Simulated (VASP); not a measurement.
# Ni in VASP: single point with LDA

Aim: the single point of Ni with LDA.

Program: VASP 6.6.1. These are calculated values, not measurements. Logs are shortened: lines on timing, memory, paths and dates and some standing lists are left out, and cuts for length are marked.

## 1. The cell of the first run

The cell holds a slab with vacuum, 5 atoms: a = 2.422 Å, b = 3.425 Å, c = 20.844 Å, α = 90.00°, β = 90.00°, γ = 90.00°.

## 2. Single point, LDA, collinear spin, ferromagnetic start

File INCAR:

```
PREC = Accurate
ENCUT = 520
EDIFF = 1E-6
ISMEAR = -1
SIGMA = 0.1
LREAL = F
LASPH = T
NELM = 150
ALGO = Normal
ISIF = 2
LWAVE = F
LCHARG = T
ISPIN = 2
MAGMOM = 1 1 1 1 1
LORBIT = 11
LMAXMIX = 4
LDIPOL = T
IDIPOL = 3
DIPOL = 0.5 0.5 0.500
LELF = T
LVHAR = T
LVACPOTAV = T
EFIELD = -0.5
NBANDS = 37
```

File KPOINTS:

```
regular mesh
0
Gamma
  15 11 1
```

File POSCAR:

```
Ni
1.0
    2.4218354203      0.0000000000      0.0000000000
    0.0000000000      3.4249924972      0.0000000000
    0.0000000000      0.0000000000     20.8437000000
Ni
5
Direct
    0.0000000000      0.0000000000      0.3882687649
    0.5000000000      0.5000000000      0.4398887127
    0.0000000000      0.0000000000      0.5000000263
    0.5000000000      0.5000000000      0.5601112930
    0.0000000000      0.0000000000      0.6117312030
```

Potentials or basis: VASP PAW LDA potentials, release 64 (Ni).

Command:

```bash
$ cat potpaw_LDA.64/Ni/POTCAR > POTCAR
$ mpirun -np 1 vasp_std > vasp.out
```

OUTCAR:

```text
PREC = Accurate
   ENCUT = 520
   EDIFF = 1E-6
   ISMEAR = -1
   LREAL = F
   LASPH = T
   NELM = 150
   ISIF = 2
   ISPIN = 2
   LORBIT = 11

 ion  position               nearest neighbor table
   1  0.000  0.000  0.388-   3 2.33   2 2.36   2 2.36   2 2.36   2 2.36
   2  0.500  0.500  0.440-   1 2.36   1 2.36   1 2.36   1 2.36   3 2.44   3 2.44   3 2.44   3 2.44
                             4 2.51
   3  0.000  0.000  0.500-   5 2.33   1 2.33   4 2.44   4 2.44   4 2.44   4 2.44   2 2.44   2 2.44
                             2 2.44   2 2.44
   4  0.500  0.500  0.560-   5 2.36   5 2.36   5 2.36   5 2.36   3 2.44   3 2.44   3 2.44   3 2.44
                             2 2.51
   5  0.000  0.000  0.612-   3 2.33   4 2.36   4 2.36   4 2.36   4 2.36

  LATTYP: Found a simple orthorhombic cell.
 ALAT       =     2.4218354203
 B/A-ratio  =     1.4142135624
 C/A-ratio  =     8.6065716214

  Lattice vectors:

 A1 = (   2.4218354203,   0.0000000000,   0.0000000000)
 A2 = (   0.0000000000,   3.4249924972,   0.0000000000)
 A3 = (   0.0000000000,   0.0000000000,  20.8437000000)

Analysis of symmetry for initial positions (statically):
=====================================================================
 Subroutine PRICEL returns:
 Original cell was already a primitive cell.

 Routine SETGRP: Setting up the symmetry group for a
 simple orthorhombic supercell.

 Subroutine GETGRP returns: Found  8 space group operations
 (whereof  8 operations were pure point group operations)
 out of a pool of  8 trial point group operations.

The static configuration has the point symmetry D_2h.

Analysis of symmetry for dynamics (positions and initial velocities):
=====================================================================
 An external electric field (EFIELD) may reduce the allowed symmetry operations
 Subroutine PRICEL returns:
 Original cell was already a primitive cell.

 Routine SETGRP: Setting up the symmetry group for a
 simple orthorhombic supercell.

 Subroutine GETGRP returns: Found  4 space group operations
 (whereof  4 operations were pure point group operations)
 out of a pool of  8 trial point group operations.

The dynamic configuration has the point symmetry C_2v.

Analysis of structural, dynamic, and magnetic symmetry:
=====================================================================
 Subroutine PRICEL returns:
 Original cell was already a primitive cell.

 Routine SETGRP: Setting up the symmetry group for a
 simple orthorhombic supercell.

 Subroutine GETGRP returns: Found  4 space group operations
 (whereof  4 operations were pure point group operations)
 out of a pool of  8 trial point group operations.

The overall configuration has the point symmetry C_2v.

 Subroutine INISYM returns: Found  4 space group operations
 (whereof  4 operations are pure point group operations),
 and found     1 'primitive' translations

----------------------------------------------------------------------------------------

                                     Primitive cell

  volume of cell :     172.8937

  direct lattice vectors                    reciprocal lattice vectors
     2.421835420  0.000000000  0.000000000     0.412909974  0.000000000  0.000000000
     0.000000000  3.424992497  0.000000000     0.000000000  0.291971443  0.000000000
     0.000000000  0.000000000 20.843700000     0.000000000  0.000000000  0.047976127

  length of vectors
     2.421835420  3.424992497 20.843700000     0.412909974  0.291971443  0.047976127

  position of ions in fractional coordinates (direct lattice)
     0.000000000  0.000000000  0.388268765
     0.500000000  0.500000000  0.439888713
     0.000000000  0.000000000  0.500000026
     0.500000000  0.500000000  0.560111293
     0.000000000  0.000000000  0.611731203

  ion indices of the primitive-cell ions
   primitive index   ion index
                 1           1
                 2           2
                 3           3
                 4           4
                 5           5

----------------------------------------------------------------------------------------

 KPOINTS: regular mesh

Automatic generation of k-mesh.
[... 45 lines left out ...]
  0.400000  0.181818  0.000000      4.000000
  0.466667  0.181818  0.000000      4.000000
 [... further k-points ...]
   k-points           NKPTS =     48   k-points in BZ     NKDIM =     48   number of bands    NBANDS=     37
   number of dos      NEDOS =    301   number of ions     NIONS =      5
   total plane-waves  NPLWV =  80640
   dimension x,y,z NGX =    18 NGY =   28 NGZ =  160
   dimension x,y,z NGXF=    36 NGYF=   56 NGZF=  320
   ions per type =               5
   NGX,Y,Z   is equivalent  to a cutoff of  12.36, 13.59, 12.76 a.u.
   NGXF,Y,Z  is equivalent  to a cutoff of  24.71, 27.18, 25.52 a.u.
 SYSTEM =  unknown system
   PREC   = accura    normal or accurate (medium, high low for compatibility)
   ISTART =      0    job   : 0-new  1-cont  2-samecut
   ICHARG =      2    charge: 1-file 2-atom 10-const
   ISPIN  =      2    spin polarized calculation?
   LNONCOLLINEAR =      F non collinear calculations
   LSORBIT =      F    spin-orbit coupling
   LASPH  =      T    aspherical Exc in radial PAW
   ENCUT  =  520.0 eV  38.22 Ry    6.18 a.u.   4.50  6.37 38.76*2*pi/ulx,y,z
   NELM   =    150;   NELMIN=  2; NELMDL= -5     # of ELM steps
   EDIFF  = 0.1E-05   stopping-criterion for ELM
   LREAL  =      F    real-space projection
   EDIFFG = 0.1E-04   stopping-criterion for IOM
   NSW    =      0    number of steps for IOM
   IBRION =     -1    ionic relax: 0-MD 1-quasi-New 2-CG
   NFREE  =      0    steps in history (QN), initial steepest desc. (CG)
   ISIF   =      2    stress and relaxation
   ISYM   =      2    0-nonsym 1-usesym 2-fastsym
   POTIM  = 0.5000    time-step for ionic-motion
   TEBEG  =    0.0;   TEEND  =   0.0 temperature during run
   PSTRESS=    0.0 pullay stress
   NELECT =      50.0000    total number of electrons
   NUPDOWN=      -1.0000    fix difference up-down
   EMIN   =  10.00;   EMAX   =-10.00  energy-range for DOS
   EFERMI =   0.00;   METHOD = LEGACY
   ISMEAR =    -1;   SIGMA  =   0.10  broadening in eV -4-tet -1-fermi 0-gaus
   EFERMI_NEDOS =   21; number of points for ismear=-14 and -15
   IALGO  =     38    algorithm
   IMIX   =      4    mixing-type and parameters
     AMIX     =   0.40;   BMIX     =  1.00
     AMIX_MAG =   1.60;   BMIX_MAG =  1.00
  volume/ion in A,a.u.               =      34.58       233.35
  Fermi-wavevector in a.u.,A,eV,Ry     =   1.082609  2.045835 15.946616  1.172043
  Thomas-Fermi vector in A             =   2.218655
   LORBIT       =     11    0 simple, 1 ext, 2 COOP (PROOUT), +10 PAW based schemes
   GGA     = CA    functional components
   LHFCALC =     F    Hartree Fock is set to
   AEXX    =    0.0000 exact exchange contribution
   IVDW    =     0    specifies the selected vdW correction
   LEPSILON=     F    determine dielectric tensor
   LRPA    =     F    only Hartree local field effects (RPA)
 spin polarized calculation
  energy-cutoff  :      520.00
  volume of cell :      172.89
 maximum number of plane-waves:      4706
 NGX is ok and might be reduce to    18
   NGX =  9   NGY = 13   NGZ = 77

 dipolmoment           0.000000      0.000000      0.000000 electrons x Angstroem

 number of electron      49.9999987 magnetization       3.1742394

 dipolmoment           0.000000      0.000000     -0.174347 electrons x Angstroem

 Free energy of the ion-electron system (eV)
  ---------------------------------------------------
  ext. energy  EPLUGINS =         0.00000000
  ---------------------------------------------------
  free energy    TOTEN  =       -30.05425989 eV

  energy without entropy =      -29.75614622  energy(sigma->0) =      -29.90520305

 E-fermi :  -0.5082     XC(G=0):  -5.1114

 val. band max:       -0.5097078480   @ k =   0.0667   0.4545   0.0000
 cond. band min:      -0.5046499067   @ k =   0.0667   0.2727   0.0000
 fundamental gap:      0.0050579413
 Fermi energy:        -0.5081598971

 spin component 1

 k-point     1 :       0.0000    0.0000    0.0000
  band No.  band energies     occupation
      1      -9.2341      1.00000
      2      -7.1310      1.00000
      3      -5.2681      1.00000
      4      -4.9123      1.00000
      5      -4.5522      1.00000
      6      -4.4409      1.00000
[... 949 lines left out ...]
     36       9.8983      0.00000
     37      10.0022      0.00000

 [... further k-points ...]

 spin component 2

 k-point     1 :       0.0000    0.0000    0.0000
  band No.  band energies     occupation
      1      -9.1782      1.00000
      2      -7.0501      1.00000
      3      -4.8970      1.00000
      4      -4.5414      1.00000
      5      -4.0799      1.00000
      6      -4.0386      1.00000
[... 949 lines left out ...]
     36      10.0602      0.00000
     37      10.1735      0.00000

 [... further k-points ...]

------------------------ aborting loop because EDIFF is reached ----------------------------------------

  FORCE on cell =-STRESS in cart. coord.  units (eV):
  Direction    XX          YY          ZZ          XY          YZ          ZX
  --------------------------------------------------------------------------------------
  -------------------------------------------------------------------------------------
  Total       -2.5658901     -2.0150675     -0.1443625      0.0000000      0.0000000      0.0000000
  in kB      -23.7776850    -18.6733018     -1.3377836      0.0000000      0.0000000      0.0000000
  external PRESSURE =     -14.5962568 kB  Pullay stress =       0.0000000 kB

 VOLUME and BASIS-vectors are now :
 -----------------------------------------------------------------------------
  energy-cutoff  :      520.00
  volume of cell :      172.89
      direct lattice vectors                 reciprocal lattice vectors
     2.421835420  0.000000000  0.000000000     0.412909974  0.000000000  0.000000000
     0.000000000  3.424992497  0.000000000     0.000000000  0.291971443  0.000000000
     0.000000000  0.000000000 20.843700000     0.000000000  0.000000000  0.047976127

 POSITION                                       TOTAL-FORCE (eV/Angst)
 -----------------------------------------------------------------------------------
      0.00000      0.00000      8.09296         0.000000      0.000000      0.000724
      1.21092      1.71250      9.16891         0.000000      0.000000      0.000319
      0.00000      0.00000     10.42185         0.000000      0.000000      0.033820
      1.21092      1.71250     11.67479         0.000000      0.000000     -0.037377
      0.00000      0.00000     12.75074         0.000000      0.000000      0.002513
 -----------------------------------------------------------------------------------
    total drift:                                0.000000      0.000000     -0.001264

  FREE ENERGIE OF THE ION-ELECTRON SYSTEM (eV)
  ---------------------------------------------------
  free  energy   TOTEN  =       -30.0542598853 eV

  energy  without entropy=      -29.7561462217  energy(sigma->0) =      -29.90520305

 total charge

# of ion       s       p       d       tot
------------------------------------------
    1        0.516   0.380   8.367   9.263
    2        0.536   0.544   8.359   9.439
    3        0.534   0.566   8.376   9.475
    4        0.536   0.544   8.359   9.439
    5        0.514   0.375   8.365   9.255
--------------------------------------------------
tot          2.635   2.409  41.827  46.871

 magnetization (x)

# of ion       s       p       d       tot
------------------------------------------
    1       -0.001  -0.008   0.696   0.686
    2       -0.005  -0.018   0.598   0.575
    3       -0.005  -0.016   0.623   0.602
    4       -0.005  -0.018   0.603   0.579
    5       -0.001  -0.008   0.714   0.705
--------------------------------------------------
tot         -0.017  -0.069   3.233   3.147
```

Wall time 25 min (1 thread of Oxide Virtual Turin-like, shared host); peak memory 0.49 GiB.

What came out:

```
Free energy                                           : -30.0543 eV
Largest force                                         : 0.037 eV/Å
Net moment                                            : 3.17 μB per cell
Site moments                                          : Ni +0.69, +0.57, +0.60, +0.58, +0.70 μB
Valence electrons inside the program's atomic spheres : Ni 9.26, 9.44, 9.47 (each value once)
```

Forces in eV/Å, atoms in the order of the input:
```
Ni   0.000  0.000  0.001
Ni   0.000  0.000  0.000
Ni   0.000  0.000  0.034
Ni   0.000  0.000 -0.037
Ni   0.000  0.000  0.003
```

Levels at points of the mesh, in eV from the Fermi level:
Spin up:
| k point | band 23 | band 24 | band 25 | band 26 | band 27 | band 28 | band 29 | band 30 | band 31 | band 32 |
| --- | --- | --- | --- | --- | --- | --- | --- | --- | --- | --- |
| (0.00, 0.00, 0.00) | -0.97 | -0.75 | -0.54 | -0.51 | -0.46 | -0.29 | 1.42 | 3.15 | 3.93 | 4.22 |
Spin down:
| k point | band 21 | band 22 | band 23 | band 24 | band 25 | band 26 | band 27 | band 28 |
| --- | --- | --- | --- | --- | --- | --- | --- | --- |
| (0.00, 0.00, 0.00) | -0.61 | -0.51 | -0.33 | -0.12 | 0.07 | 0.08 | 0.23 | 0.42 |
